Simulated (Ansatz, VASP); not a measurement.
**One calculation of TiSi2, two programs**

```
Ti Si
1.0
     1.77353   -6.64605    0.00000
     1.77353    6.64605    0.00000
     0.00000    0.00000    3.57877
Ti Si
2 4
Direct
  0.89681 0.10319 0.75000
  0.10319 0.89681 0.25000
  0.55914 0.44086 0.75000
  0.44086 0.55914 0.25000
  0.24983 0.75017 0.75000
  0.75017 0.24983 0.25000
```

Change from the starting cell: volume 14.061 Å^3 an atom, stretch along b over the lengths across it, relative to the relaxed cell 0.9802.

Alike in both runs: task single point; functional PBE; k mesh 12 × 12 × 12; occupations gaussian, width 0.15 eV; no spin polarisation.

|  | VASP | Ansatz |
| --- | --- | --- |
| version | VASP 6.6.1 | Ansatz 0.2.0 |
| potentials or method | VASP PAW PBE potentials, release 64 (Ti_sv, Si), cutoff 520 eV | scalar-relativistic, plane waves, PAW |
| valence electrons in the cell | 40 | 40 |

Ansatz gave:

* gap on the k mesh at the Fermi level (eV): none
* pressure (GPa): 2.5
* traceless stress, the component that is largest in VASP (GPa): 2.56
* rms of the force components (eV/Å): 0.096

Estimate VASP's values.

gap on the k mesh at the Fermi level (eV): none; pressure (GPa): 2.5; traceless stress, the component that is largest in VASP (GPa): 2.55; rms of the force components (eV/Å): 0.094.

Atom by atom the forces differ by 0.003 eV/Å (rms over components). A gap of «none» marks a metal or a gap that the smearing closes. With one functional, cell and mesh, what is left measures potentials, basis and numerics.
